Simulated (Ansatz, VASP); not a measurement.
# Two plane-wave programs on BeTe

Contents of POSCAR:

```
BeTe
1.0
    2.8284062986      2.8284062986      0.0000000000
   -2.8284062986      2.8284062986      0.0000000000
    0.0000000000      2.8284062986      2.8284062986
Be Te
1 1
Direct
    0.0000000000      0.0000000000      0.0000000000
    0.7500000000      0.2500000000      0.5000000000
```

The input INCAR.step1:

```
PREC = Accurate ; ENCUT = 520
ISMEAR = 0 ; SIGMA = 0.01
LREAL = F ; LASPH = T
NELM = 60 ; NBANDS = 11
GGA = PE ; ALGO = Normal
EDIFF = 1E-4 ; LWAVE = T
LCHARG = F
```

Contents of INCAR.step2:

```
PREC = Accurate ; ENCUT = 520
EDIFF = 1E-6 ; ISMEAR = 0
SIGMA = 0.01 ; LREAL = F
LASPH = T ; NELM = 60
ALGO = Normal ; ISIF = 2
LWAVE = F ; LCHARG = F
METAGGA = R2SCAN ; LMIXTAU = T
NBANDS = 11 ; ISTART = 1
```

Contents of KPOINTS:

```
regular mesh
0
Gamma
  8 8 8
```

Input for Ansatz:

```yaml
crystal:
  lattice:
    - [2.82840629865, 2.82840629865, 0.0]
    - [-2.82840629865, 2.82840629865, 0.0]
    - [0.0, 2.82840629865, 2.82840629865]
  atoms:
    - { symbol: Be, position: [0.0, 0.0, 0.0] }
    - { symbol: Te, position: [0.75, 0.25, 0.5] }
kpoints:
  mp_grid: { grid: [8, 8, 8] }
scf:
  occupations: { method: fixed }
  convergence: { dr2_threshold: 1.0e-10 }
hamiltonian:
  xc: r2scan
  pseudopotentials: { kind: paw }
output:
  forces: true
  stress: true
  eigenstates:
    kpoints:
      - [0.0, 0.0, 0.0]
      - [-0.5, 0.5, 0.0]
      - [-0.5, -0.5, -0.5]
      - [0.0, 0.0, -0.5]
      - [0.0, -0.5, -0.5]
      - [0.0, 0.5, 0.0]
      - [-0.5, 0.0, 0.0]
      - [-0.5, 0.0, -0.5]
  eigenvalues: true
```

Change from the starting cell: unstrained.

Alike in both runs: task single point; functional r2SCAN; k mesh 8 × 8 × 8; no spin polarisation.

|  | VASP | Ansatz |
| --- | --- | --- |
| version | VASP 6.6.1 | Ansatz 0.2.0 |
| potentials or method | VASP PAW PBE potentials, release 64 (Be, Te) | PAW with Ansatz's default frozen-core files, scalar-relativistic |
| plane-wave cutoff (eV) | 520 | 500 |
| occupations | gaussian, width 0.01 eV | fixed |
| valence electrons in the cell | 8 | 18 |

```csv
,VASP,Ansatz,Ansatz less VASP
gap on the k mesh at the Fermi level (eV),2.37,2.37,+0.006
pressure (GPa),0.2,0.0,-0.17
```

VASP's potentials were made for PBE, not for r2SCAN. VASP's potentials hold 8 valence electrons a cell and Ansatz's 18, so a difference there can come from the potentials and not from the codes.

Neither program's run includes spin-orbit coupling.
